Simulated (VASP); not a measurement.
Write the native input for VASP 6.6.1 that does the following.

- Task: relaxation of cell and atoms
- Functional: PBE
- Potentials or basis: VASP PAW PBE potentials, release 64 (Cd, Se)
- Cutoff: 600 eV
- k mesh: 6 × 6 × 6
- Occupations: gaussian, width 0.02 eV
- Spin: no spin polarisation
- Dipole correction: no
- Further INCAR settings: ALGO = Normal; EDIFF = 1e-07; IBRION = 2; EDIFFG = -0.01; NSW = 100; ISIF = 3

The structure of Cd4Se3 lies in POSCAR:

```
Cd4Se3
1.0
    4.0686546403      2.3490388518      3.6406500293
   -4.0686546403      2.3490388518      3.6406500293
    0.0000000000     -4.6980777037      3.6406500293
Cd Se
4 3
Direct
    0.7225134310      0.7225134310      0.3480693996
    0.1730400739      0.1730400739      0.1730400739
    0.7225134310      0.3480693996      0.7225134310
    0.3480693996      0.7225134310      0.7225134310
    0.9973202813      0.9973202813      0.5427541288
    0.9973202813      0.5427541288      0.9973202813
    0.5427541288      0.9973202813      0.9973202813
```

One way to write it, as run:

INCAR

```
PREC = Accurate
ENCUT = 600
EDIFF = 1E-7
ISMEAR = 0
SIGMA = 0.02
LREAL = F
LASPH = T
NELM = 60
ALGO = Normal
ISIF = 3
LWAVE = F
LCHARG = F
GGA = PE
IBRION = 2
NSW = 100
EDIFFG = -0.01
```

KPOINTS

```
Automatic mesh
0
Gamma
  6 6 6
```

Potentials or basis: VASP PAW PBE potentials, release 64 (Cd, Se).

Run with:

```console
$ cat potpaw_PBE.64/Cd/POTCAR potpaw_PBE.64/Se/POTCAR > POTCAR
$ mpirun -np 1 vasp_std > vasp.out
```

It gave:

```json
{
  "Relaxed volume": "29.65 Å³/atom",
  "Relaxed cell": "a = 5.930 Å, b = 5.930 Å, c = 5.930 Å, α = 86.67°, β = 86.67°, γ = 86.67°",
  "Space group after relaxing (to 0.1 Å)": "R3m (No. 160)",
  "Energy gained by relaxing": "0.4 meV/atom",
  "Ionic steps": "10",
  "Pressure after relaxing": "0.0 GPa",
  "Largest force after relaxing": "0.006 eV/Å",
  "Band gap on the k mesh": "1.05 eV (least direct gap 1.18 eV)"
}
```

It took 63 min on 1 thread of Oxide Virtual Turin-like Processor, with other jobs on the host, peak memory 0.49 GiB.
